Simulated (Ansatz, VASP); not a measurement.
## Two plane-wave programs on SnO2

```
CELL_PARAMETERS angstrom
-1.90675 1.90675 5.51357
1.90675 -1.90675 5.51357
1.90675 1.90675 -5.51357
ATOMIC_POSITIONS crystal
Sn 0.75000 0.25000 0.50000
Sn 0.00000 0.00000 0.00000
O 0.80475 0.80475 0.00000
O 0.94525 0.44525 0.50000
O 0.19525 0.19525 0.00000
O 0.55475 0.05475 0.50000
```

Alike in both runs: functional LDA; k mesh 10 × 10 × 10; occupations gaussian, width 0.05 eV; no spin polarisation.

Ansatz relaxed the structure, and its values are those at the end. VASP's run is a single point on that final structure, the one shown.

|  | VASP | Ansatz |
| --- | --- | --- |
| version | VASP 6.6.1 | Ansatz 0.2.0 |
| potentials or method | VASP PAW LDA potentials, release 64 (Sn_d, O), cutoff 520 eV | scalar-relativistic, plane waves, PAW |
| valence electrons in the cell | 52 | 52 |

|  | VASP | Ansatz | Ansatz less VASP |
| --- | --- | --- | --- |
| gap on the k mesh at the Fermi level (eV) | 1.69 | 1.65 | -0.033 |
| least direct gap on the mesh (eV) | 1.93 | 1.90 | -0.031 |
| pressure (GPa) | 3.2 | 2.0 | -1.26 |

Ansatz warns that its potentials were made for another functional, while VASP's fit it. LDA's correlation is that of Perdew and Zunger in VASP and of Perdew and Wang (1992) in Ansatz. Ansatz's warnings: stress scf threshold loose.
